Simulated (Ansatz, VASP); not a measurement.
# LiF: VASP beside Ansatz

INCAR

```
SYSTEM = LiF
  ALGO = Normal
  EDIFF = 1E-6
  ENCUT = 520
  GGA = PE
  ISIF = 2
  ISMEAR = 0
  LASPH = .True.
  LCHARG = .False.
  LREAL = .False.
  LWAVE = .False.
  NBANDS = 12
  NELM = 60
  PREC = Accurate
  SIGMA = 0.05
```

File KPOINTS:

```
k-points
0
Gamma
  10 10 10
  0 0 0
```

Contents of POSCAR:

```
LiF
1.0
    0.0000000000      1.9133000000      2.0140000000
    2.0140000000      0.0000000000      2.0140000000
    2.0140000000      1.9133000000      0.0000000000
Li F
1 1
Direct
    0.0000000000      0.0000000000      0.0000000000
    0.5000000000      0.5000000000      0.5000000000
```

Input for Ansatz:

```yaml
crystal:
  lattice:
    - [0.0, 1.9133, 2.014]
    - [2.014, 0.0, 2.014]
    - [2.014, 1.9133, 0.0]
  atoms:
    - { symbol: Li, position: [0.0, 0.0, 0.0] }
    - { symbol: F, position: [0.5, 0.5, 0.5] }
basis:
  ecutwfc: 420
kpoints:
  mp_grid: { grid: [10, 10, 10] }
hamiltonian:
  xc: pbe
scf:
  occupations: { method: gaussian, width: 0.05 }
output:
  forces: true
  stress: true
  eigenvalues: true
```

Change from the starting cell: strain -0.0500 x Voigt [0, 1, 0, 0, 0, 0], atoms carried along.

Alike in both runs: task single point; functional PBE; k mesh 10 × 10 × 10; occupations gaussian, width 0.05 eV; no spin polarisation.

|  | VASP | Ansatz |
| --- | --- | --- |
| version | VASP 6.6.1 | Ansatz 0.2.0 |
| potentials or method | VASP PAW PBE potentials, release 64 (Li_sv, F), cutoff 520 eV | scalar-relativistic, plane waves, PAW |
| valence electrons in the cell | 10 | 10 |

```tsv
	VASP	Ansatz	Ansatz less VASP
gap on the k mesh at the Fermi level (eV)	9.51	9.50	-0.002
least direct gap on the mesh (eV)	9.51	9.50	-0.002
```

Noted on VASP's run: the cutoff is short for stress, so the pressure is rough.
